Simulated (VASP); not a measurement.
# BN: single point with r2SCAN

BN:

```
B N
1.0
     2.51851    0.00000    0.00000
    -1.25926    2.18109    0.00000
     0.00000    0.00000    4.21247
B N
2 2
Direct
  0.33333 0.66667 0.00029
  0.66667 0.33333 0.50029
  0.33333 0.66667 0.37471
  0.66667 0.33333 0.87471
```

This cell differs from its parent crystal: epitaxial xy strain -1.0%.

```yaml
Program: VASP 6.6.1
Task: single point
Functional: r2SCAN
Potentials_or_basis: VASP PAW PBE potentials, release 64 (B, N)
Cutoff: 520 eV
k_mesh: 12 × 12 × 6
Occupations: gaussian, width 0.01 eV
Spin: no spin polarisation
Dipole_correction: no
Further_INCAR_settings: ALGO = Normal; EDIFF = 1e-06; NBANDS = 16
```

```
Pressure               : 8.9 GPa
Largest force          : 0.006 eV/Å
Band gap on the k mesh : 5.64 eV, indirect (least direct gap 9.05 eV)
```

Forces in eV/Å, atoms in the order of the input:
```
B    0.000  0.000  0.006
B    0.000  0.000  0.006
N    0.000  0.000 -0.006
N    0.000  0.000 -0.006
```

Stress tensor (GPa, compression positive):
```
12.80  0.00  0.00
 0.00 12.80  0.00
 0.00  0.00  1.14
```

Levels at points of the mesh, in eV from the valence-band top:
```tsv
k point	band 5	band 6	band 7	band 8	band 9	band 10	band 11	band 12
(0.00, 0.00, 0.00)	-2.17	-0.33	0.00	0.00	9.05	9.26	9.26	10.69
(0.50, 0.00, 0.00)	-7.31	-5.23	-4.62	-2.29	7.48	8.58	11.54	12.45
(0.00, 0.00, 0.50)	-1.20	-1.20	-1.20	-1.20	10.58	10.58	10.86	10.86
(0.50, 0.00, 0.50)	-3.98	-3.98	-3.86	-3.86	7.23	7.23	10.79	10.79
```

Run time: 70 s on 1 thread of Intel Xeon 6975P-C, on a shared host, peak memory 0.15 GiB.

Caveat: the cell differs from its parent crystal (epitaxial xy strain -1.0%); the PAW data sets were made with another functional, which shifts forces and pressure a little. A k mesh can miss the band edges.
